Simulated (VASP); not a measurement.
Here is a VASP 6.6.1 calculation.

File INCAR:

```
PREC = Accurate
ENCUT = 520
EDIFF = 1E-6
ISMEAR = 0
SIGMA = 0.1
LREAL = False
LASPH = True
NELM = 80
ALGO = Normal
ISIF = 2
LWAVE = False
LCHARG = False
GGA = PE
NBANDS = 15
```

KPOINTS

```
Automatic mesh
0
Gamma
  8 8 8
```

The input POSCAR:

```
Mg3BeS
1.0
    4.7833505668      0.0000000000      0.0000000000
    0.0000000000      4.7833505668      0.0000000000
    0.0000000000      0.0000000000      4.7833505668
Mg Be S
3 1 1
Direct
    0.0000000000      0.5000000000      0.5000000000
    0.5000000000      0.0000000000      0.5000000000
    0.5000000000      0.5000000000      0.0000000000
    0.0000000000      0.0000000000      0.0000000000
    0.5000000000      0.5000000000      0.5000000000
```

Potentials or basis: VASP PAW PBE potentials, release 64 (Mg, Be, S).

The run is started by

```bash
$ cat potpaw_PBE.64/Mg/POTCAR potpaw_PBE.64/Be/POTCAR potpaw_PBE.64/S/POTCAR > POTCAR
$ mpirun -np 1 vasp_std > vasp.out
```

(1) Predict the pressure.

(2) Predict the band gap on the k mesh.

Results:

(1) -0.1 GPa.

(2) zero (band 7 reaches 3.74 eV, above the bottom of band 8 at 1.34 eV).
